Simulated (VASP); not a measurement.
Here is a VASP 6.6.1 calculation.

INCAR

```
PREC = Accurate
ENCUT = 500
EDIFF = 1E-6
ISMEAR = -1
SIGMA = 0.03
LREAL = False
LASPH = True
NELM = 120
ALGO = Normal
ISIF = 2
LWAVE = False
LCHARG = True
GGA = PS
LELF = True
LVHAR = True
NBANDS = 27
GGA_COMPAT = False
```

File KPOINTS:

```
Automatic mesh
0
Gamma
  6 4 4
```

File POSCAR:

```
InSbH6
1.0
    3.7253875686      0.0000000000      0.0000000000
    0.0000000000      3.9556243248      5.5543006556
    0.0000000000     -3.9556243248      5.5543006556
In Sb H
1 1 6
Direct
    0.5000000000      0.7012773415      0.7012773415
    0.0000000000      0.9843462824      0.9843462824
    0.0000000000      0.9248942330      0.2498942903
    0.0000000000      0.2498942903      0.9248942330
    0.0000000000      0.6239570040      0.6239570040
    0.5000000000      0.5406217370     -0.0441636394
    0.5000000000     -0.0441636394      0.5406217370
    0.5000000000      0.0191737513      0.0191737513
```

Potentials or basis: VASP PAW PBE potentials, release 64 (In_d, Sb_d_GW, H).

Launch:

```console
$ cat potpaw_PBE.64/In_d/POTCAR potpaw_PBE.64/Sb_d_GW/POTCAR potpaw_PBE.64/H/POTCAR > POTCAR
$ mpirun -np 1 vasp_std > vasp.out
```

Predict the pressure.

-0.1 GPa.

Predict the largest force.

0.021 eV/Å.

Predict the band gap on the k mesh.

1.20 eV (least direct gap 1.27 eV).

Forces on the atoms (eV/Å):
```
In   0.000  0.000  0.021
Sb   0.000  0.000 -0.008
H    0.000 -0.005  0.004
H    0.000  0.005  0.004
H    0.000  0.000 -0.006
H    0.000  0.010 -0.008
H    0.000 -0.010 -0.008
H    0.000  0.000  0.001
```

Caveat: the PAW data sets were made with another functional, which shifts forces and pressure a little; spin-orbit coupling is left out, which moves the levels of the heavy elements. A k mesh can miss the band edges.
